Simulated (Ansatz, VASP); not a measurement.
**One calculation of Ti, two programs**

INCAR

```
SYSTEM = Ti
PREC = Accurate
ENCUT = 520
EDIFF = 1E-6
ISMEAR = -1
SIGMA = 0.05
LREAL = .FALSE.
LASPH = .TRUE.
NELM = 150
ALGO = Normal
ISIF = 2
LWAVE = .FALSE.
LCHARG = .FALSE.
ISPIN = 2
MAGMOM = 1 1
LORBIT = 11
LMAXMIX = 4
GGA = B5
ALDAX = 1.0
AGGAX = 1.0
AGGAC = 1.0
ALDAC = 0.0
NBANDS = 23
```

Contents of KPOINTS:

```
regular mesh
0
G
  20 20 11
  0 0 0
```

The input POSCAR:

```
Ti
1.0
    2.9609664028      0.0000000000      0.0000000000
   -1.4804832014      2.5642721246      0.0000000000
    0.0000000000      0.0000000000      4.6877870550
Ti
2
Direct
    0.3333333333      0.6666666667      0.2500000000
    0.6666666667      0.3333333333      0.7500000000
```

Input for Ansatz:

```yaml
crystal:
  lattice:
    - [2.9609664028, 0.0, 0.0]
    - [-1.4804832014, 2.5642721246, 0.0]
    - [0.0, 0.0, 4.687787055]
  atoms:
    - { symbol: Ti, position: [0.3333333333, 0.6666666667, 0.25], spin: 1.0 }
    - { symbol: Ti, position: [0.6666666667, 0.3333333333, 0.75], spin: 1.0 }
hamiltonian:
  xc: blyp
  pseudopotentials:
    kind: paw
    azcp:
      Ti: "pseudopotentials/Ti.paw.azcp"
basis:
  ecutwfc: 420
  fft_grid_basis: typed
kpoints:
  mp_grid: { grid: [20, 20, 11], shift: [0, 0, 0] }
magnetization:
  spin_polarized: true
scf:
  occupations: { method: fermi_dirac, width: 0.05 }
```

Alike in both runs: task single point; functional BLYP; k mesh 20 × 20 × 11; occupations fermi-dirac, width 0.05 eV; collinear spin.

|  | VASP | Ansatz |
| --- | --- | --- |
| version | VASP 6.6.1 | Ansatz 0.2.0 |
| potentials or method | VASP PAW PBE potentials, release 64 (Ti_sv), cutoff 520 eV | plane waves (420 eV) with PAW, scalar-relativistic |
| valence electrons in the cell | 24 | 24 |

```tsv
	VASP	Ansatz	Ansatz less VASP
net moment per atom (μB)	0.00	0.00	0.000
```

VASP's potentials were made for PBE, not for BLYP. With one functional, cell and mesh, what is left measures potentials, basis and numerics. Ansatz's warnings: seeded moment not kept.
